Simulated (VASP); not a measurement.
# ZnH2 (P6_3/mmc) in VASP: a series of runs

ZnH2 is run at these levels: PBE; tasks: single point, relaxation of cell and atoms.

Everything below comes from runs of VASP 6.6.1. Logs are shortened: lines on timing, memory, paths and dates and some standing lists are left out, and cuts for length are marked.

**1. The cell of the first run**

Symmetry: P6_3/mmc, No. 194, hexagonal system. Conventional cell: a = 2.675 Å, b = 2.675 Å, c = 8.217 Å, α = 90.00°, β = 90.00°, γ = 120.00°. Zn (site symmetry -6m2) has 6 H at 1.95 Å within 2.6 Å. Within 2.6 Å of H (site symmetry 3m) lie 3 Zn at 1.95 Å and 4 H at 2.33 to 2.37 Å.

**2. Single point, PBE**

INCAR

```
SYSTEM = ZnH2
PREC     = Accurate       ! precision mode
ENCUT    = 520            ! plane-wave cutoff, eV
EDIFF    = 1E-6           ! SCF threshold, eV
ISMEAR   = 0              ! smearing method
SIGMA    = 0.1            ! smearing width, eV
LREAL    = .False.        ! projectors in reciprocal space
LASPH    = .True.         ! aspherical terms in the spheres
NELM     = 100            ! most SCF steps
ALGO     = Normal         ! electronic algorithm
ISIF     = 2              ! what is computed and relaxed
LWAVE    = .False.        ! write WAVECAR
LCHARG   = .False.        ! write CHGCAR
GGA      = PE             ! functional
NBANDS   = 23             ! bands
```

KPOINTS

```
Automatic mesh
0
Gamma
  18 18 6
  0 0 0
```

POSCAR

```
ZnH2
1.0
    2.6750295452      0.0000000000      0.0000000000
   -1.3375147726      2.3166435420      0.0000000000
    0.0000000000      0.0000000000      8.2173181137
Zn H
2 4
Direct
    0.3333333333      0.6666666667      0.2500000000
    0.6666666667      0.3333333333      0.7500000000
    0.3333333333      0.6666666667      0.6057918952
    0.6666666667      0.3333333333      0.1057918952
    0.3333333333      0.6666666667      0.8942081048
    0.6666666667      0.3333333333      0.3942081048
```

Potentials or basis: VASP PAW PBE potentials, release 64 (Zn, H).

Started as:

```sh
> cat potpaw_PBE.64/Zn/POTCAR potpaw_PBE.64/H/POTCAR > POTCAR
> mpirun -np 1 vasp_std > vasp.out
```

OUTCAR:

```text
SYSTEM = ZnH2
   PREC = Accurate
   ENCUT = 520
   EDIFF = 1E-6
   ISMEAR = 0
   LREAL = .False.
   LASPH = .True.
   NELM = 100
   ISIF = 2
   GGA = PE

 ion  position               nearest neighbor table
   1  0.333  0.667  0.250-   4 1.95   6 1.95   4 1.95   6 1.95   4 1.95   6 1.95
   2  0.667  0.333  0.750-   3 1.95   5 1.95   3 1.95   5 1.95   3 1.95   5 1.95
   3  0.333  0.667  0.606-   2 1.95   2 1.95   2 1.95
   4  0.667  0.333  0.106-   1 1.95   1 1.95   1 1.95
   5  0.333  0.667  0.894-   2 1.95   2 1.95   2 1.95
   6  0.667  0.333  0.394-   1 1.95   1 1.95   1 1.95

  LATTYP: Found a hexagonal cell.
 ALAT       =     2.6750295452
 C/A-ratio  =     3.0718606934

  Lattice vectors:

 A1 = (   2.6750295452,   0.0000000000,   0.0000000000)
 A2 = (  -1.3375147726,   2.3166435420,   0.0000000000)
 A3 = (   0.0000000000,   0.0000000000,   8.2173181137)

Analysis of symmetry for initial positions (statically):
=====================================================================
 Subroutine PRICEL returns:
 Original cell was already a primitive cell.

 Routine SETGRP: Setting up the symmetry group for a
 hexagonal supercell.

 Subroutine GETGRP returns: Found 24 space group operations
 (whereof 12 operations were pure point group operations)
 out of a pool of 24 trial point group operations.

The static configuration has the point symmetry D_3d.
 The point group associated with its full space group is D_6h.

Analysis of symmetry for dynamics (positions and initial velocities):
=====================================================================
 Subroutine PRICEL returns:
 Original cell was already a primitive cell.

 Routine SETGRP: Setting up the symmetry group for a
 hexagonal supercell.

 Subroutine GETGRP returns: Found 24 space group operations
 (whereof 12 operations were pure point group operations)
 out of a pool of 24 trial point group operations.

The dynamic configuration has the point symmetry D_3d.
 The point group associated with its full space group is D_6h.

 Subroutine INISYM returns: Found 24 space group operations
 (whereof 12 operations are pure point group operations),
 and found     1 'primitive' translations

----------------------------------------------------------------------------------------

                                     Primitive cell

  volume of cell :      50.9235

  direct lattice vectors                    reciprocal lattice vectors
[... 98 lines left out ...]
   NSW    =      0    number of steps for IOM
   IBRION =     -1    ionic relax: 0-MD 1-quasi-New 2-CG
   NFREE  =      0    steps in history (QN), initial steepest desc. (CG)
   ISIF   =      2    stress and relaxation
   ISYM   =      2    0-nonsym 1-usesym 2-fastsym
   POTIM  = 0.5000    time-step for ionic-motion
   TEBEG  =    0.0;   TEEND  =   0.0 temperature during run
   PSTRESS=    0.0 pullay stress
   NELECT =      28.0000    total number of electrons
   NUPDOWN=      -1.0000    fix difference up-down
   EMIN   =  10.00;   EMAX   =-10.00  energy-range for DOS
   EFERMI =   0.00;   METHOD = LEGACY
   ISMEAR =     0;   SIGMA  =   0.10  broadening in eV -4-tet -1-fermi 0-gaus
   EFERMI_NEDOS =   21; number of points for ismear=-14 and -15
   IALGO  =     38    algorithm
   IMIX   =      4    mixing-type and parameters
     AMIX     =   0.40;   BMIX     =  1.00
     AMIX_MAG =   1.60;   BMIX_MAG =  1.00
  volume/ion in A,a.u.               =       8.49        57.27
  Fermi-wavevector in a.u.,A,eV,Ry     =   1.341184  2.534469 24.473796  1.798773
  Thomas-Fermi vector in A             =   2.469437
   LORBIT       =      0    0 simple, 1 ext, 2 COOP (PROOUT), +10 PAW based schemes
   GGA     = PE    functional components
   LHFCALC =     F    Hartree Fock is set to
   AEXX    =    0.0000 exact exchange contribution
   IVDW    =     0    specifies the selected vdW correction
   LEPSILON=     F    determine dielectric tensor
   LRPA    =     F    only Hartree local field effects (RPA)
 non-spin polarized calculation
 Gauss-broadening in eV      SIGMA  =   0.10
  energy-cutoff  :      520.00
  volume of cell :       50.92
 maximum number of plane-waves:      1407
 NGX is ok and might be reduce to    20
   NGX =  9   NGY =  9   NGZ = 31

 number of electron      27.9999975 magnetization

 Free energy of the ion-electron system (eV)
  ---------------------------------------------------
  ext. energy  EPLUGINS =         0.00000000
  ---------------------------------------------------
  free energy    TOTEN  =       -12.22904098 eV

  energy without entropy =      -12.22341023  energy(sigma->0) =      -12.22622560

 E-fermi :   1.4769     XC(G=0): -10.2404

 val. band max:        1.4763074330   @ k =   0.4444   0.1111   0.3333
 cond. band min:       1.4862958460   @ k =   0.4444   0.0000   0.3333
 fundamental gap:      0.0099884130
 Fermi energy:         1.4768713877

 k-point     1 :       0.0000    0.0000    0.0000
  band No.  band energies     occupation
      1      -9.7294      2.00000
      2      -8.9173      2.00000
      3      -6.6482      2.00000
      4      -6.5755      2.00000
      5      -6.5755      2.00000
      6      -6.5751      2.00000
[... 613 lines left out ...]
     22      11.2886      0.00000
     23      13.3441      0.00000

 [... further k-points ...]

------------------------ aborting loop because EDIFF is reached ----------------------------------------

  FORCE on cell =-STRESS in cart. coord.  units (eV):
  Direction    XX          YY          ZZ          XY          YZ          ZX
  --------------------------------------------------------------------------------------
  -------------------------------------------------------------------------------------
  Total        0.0338931      0.0338931      0.0002028      0.0000000      0.0000000      0.0000000
  in kB        1.0663594      1.0663594      0.0063796      0.0000000      0.0000000      0.0000000
  external PRESSURE =       0.7130328 kB  Pullay stress =       0.0000000 kB

 VOLUME and BASIS-vectors are now :
 -----------------------------------------------------------------------------
  energy-cutoff  :      520.00
  volume of cell :       50.92
      direct lattice vectors                 reciprocal lattice vectors
     2.675029545  0.000000000  0.000000000     0.373827647  0.215829493  0.000000000
    -1.337514773  2.316643542  0.000000000     0.000000000  0.431658985  0.000000000
     0.000000000  0.000000000  8.217318114     0.000000000  0.000000000  0.121694206

 POSITION                                       TOTAL-FORCE (eV/Angst)
 -----------------------------------------------------------------------------------
     -0.00000      1.54443      2.05433        -0.000000     -0.000000      0.000000
      1.33751      0.77221      6.16299        -0.000000      0.000000      0.000000
     -0.00000      1.54443      4.97798         0.000000     -0.000000     -0.012285
      1.33751      0.77221      0.86933         0.000000      0.000000     -0.012285
     -0.00000      1.54443      7.34799         0.000000     -0.000000      0.012285
      1.33751      0.77221      3.23933         0.000000      0.000000      0.012285
 -----------------------------------------------------------------------------------
    total drift:                               -0.000000      0.000000     -0.000000

  FREE ENERGIE OF THE ION-ELECTRON SYSTEM (eV)
  ---------------------------------------------------
  free  energy   TOTEN  =       -12.2290409763 eV

  energy  without entropy=      -12.2234102335  energy(sigma->0) =      -12.22622560
```

stdout:

```text
POSCAR found type information on POSCAR ZnH
 POSCAR found :  2 types and       6 ions
 scaLAPACK will be used
 LDA part: xc-table for (Slater+PW92), standard interpolation
 POSCAR, INCAR and KPOINTS ok, starting setup
 FFT: planning ... GRIDC
 FFT: planning ... GRID_SOFT
 FFT: planning ... GRID
 WAVECAR not read
 entering main loop
```

Run time: 2.4 min. Hardware: 1 thread of Intel Xeon Platinum 8488C (Sapphire Rapids), shared host; peak memory 0.27 GiB.

What came out:

| Property | Result |
| --- | --- |
| Free energy | -12.2290 eV |
| Pressure | 0.1 GPa |
| Largest force | 0.012 eV/Å |
| Band gap on the k mesh | zero (band 14 reaches 1.80 eV, above the bottom of band 15 at 0.91 eV) |

Forces on the atoms (eV/Å):
```
Zn   0.000  0.000  0.000
Zn   0.000  0.000  0.000
H    0.000  0.000 -0.012
H    0.000  0.000 -0.012
H    0.000  0.000  0.012
H    0.000  0.000  0.012
```

**3. Relaxation of cell and atoms, PBE**

INCAR

```
PREC     = Accurate       # precision mode
ENCUT    = 600            # plane-wave cutoff, eV
EDIFF    = 1E-6           # SCF threshold, eV
ISMEAR   = 0              # smearing method
SIGMA    = 0.1            # smearing width, eV
LREAL    = False          # projectors in reciprocal space
LASPH    = True           # aspherical terms in the spheres
NELM     = 100            # most SCF steps
ALGO     = Normal         # electronic algorithm
ISIF     = 3              # what is computed and relaxed
LWAVE    = False          # write WAVECAR
LCHARG   = False          # write CHGCAR
GGA      = PE             # functional
IBRION   = 2              # ionic algorithm
NSW      = 100            # ionic steps
EDIFFG   = -0.01          # ionic threshold
```

KPOINTS

```
Automatic mesh
0
Gamma
  18 18 6
```

POSCAR

```
ZnH2
1.0
    2.6721697886      0.0000000000      0.0000000000
   -1.3360848943      2.3141669202      0.0000000000
    0.0000000000      0.0000000000      8.2482493798
Zn H
2 4
Direct
    0.3333333333      0.6666666667      0.2500000000
    0.6666666667      0.3333333333      0.7500000000
    0.3333333333      0.6666666667      0.6053744786
    0.6666666667      0.3333333333      0.1053744786
    0.3333333333      0.6666666667      0.8946255214
    0.6666666667      0.3333333333      0.3946255214
```

Potentials or basis: VASP PAW PBE potentials, release 64 (Zn, H).

Started as:

```sh
> cat potpaw_PBE.64/Zn/POTCAR potpaw_PBE.64/H/POTCAR > POTCAR
> mpirun -np 1 vasp_std > vasp.out
```

Wall time 3.7 min (1 thread of Intel Xeon Platinum 8488C (Sapphire Rapids), shared host); peak memory 0.31 GiB.

It converged, with:

| Quantity | Value |
| --- | --- |
| Free energy | -12.2301 eV |
| Relaxed volume | 8.50 Å³/atom |
| Relaxed cell | a = 2.677 Å, b = 2.677 Å, c = 8.220 Å, α = 90.00°, β = 90.00°, γ = 120.00° |
| Space group after relaxing (to 0.05 Å) | P6_3/mmc (No. 194) |
| Energy gained by relaxing | 0.1 meV/atom |
| Ionic steps | 3 |
| Pressure after relaxing | 0.1 GPa |
| Largest force after relaxing | 0.005 eV/Å |
| Band gap on the k mesh | zero (band 14 reaches 1.78 eV, above the bottom of band 15 at 0.89 eV) |

Forces in eV/Å, atoms in the order of the input:
```
Zn   0.000  0.000  0.000
Zn   0.000  0.000  0.000
H    0.000  0.000 -0.005
H    0.000  0.000 -0.005
H    0.000  0.000  0.005
H    0.000  0.000  0.005
```

Step by step:
```tsv
step	energy change (eV)	largest force (eV/Å)	pressure (GPa)	volume (Å³)
1	0.0000	0.0240	0.02	51.01
2	-0.0004	0.0127	0.05	51.01
3	-0.0006	0.0050	0.05	51.03
```

Final structure:
```yaml
crystal:
  lattice:
    - [2.67727, 0.00000, 0.00000]
    - [-1.33864, 2.31859, 0.00000]
    - [0.00000, 0.00000, 8.22037]
  atoms:
    - { symbol: Zn, position: [0.33333, 0.66667, 0.25000] }
    - { symbol: Zn, position: [0.66667, 0.33333, 0.75000] }
    - { symbol: H, position: [0.33333, 0.66667, 0.60574] }
    - { symbol: H, position: [0.66667, 0.33333, 0.10574] }
    - { symbol: H, position: [0.33333, 0.66667, 0.89426] }
    - { symbol: H, position: [0.66667, 0.33333, 0.39426] }
```

Levels at points of the mesh, in eV from the Fermi level:
| k point | band 11 | band 12 | band 13 | band 14 | band 15 | band 16 | band 17 | band 18 |
| --- | --- | --- | --- | --- | --- | --- | --- | --- |
| (0.00, 0.00, 0.00) | -7.44 | -7.44 | -7.27 | -3.99 | 1.86 | 7.60 | 11.20 | 13.76 |
| (0.50, 0.00, 0.00) | -5.08 | -4.82 | -1.76 | -0.68 | -0.57 | 0.04 | 4.16 | 6.77 |
| (0.00, 0.00, 0.50) | -7.44 | -7.44 | -5.61 | -5.61 | 4.39 | 4.39 | 12.83 | 12.83 |
| (0.50, 0.00, 0.50) | -4.98 | -4.98 | -1.45 | -1.45 | 0.12 | 0.12 | 4.36 | 4.36 |

[end of part 1 of 2]
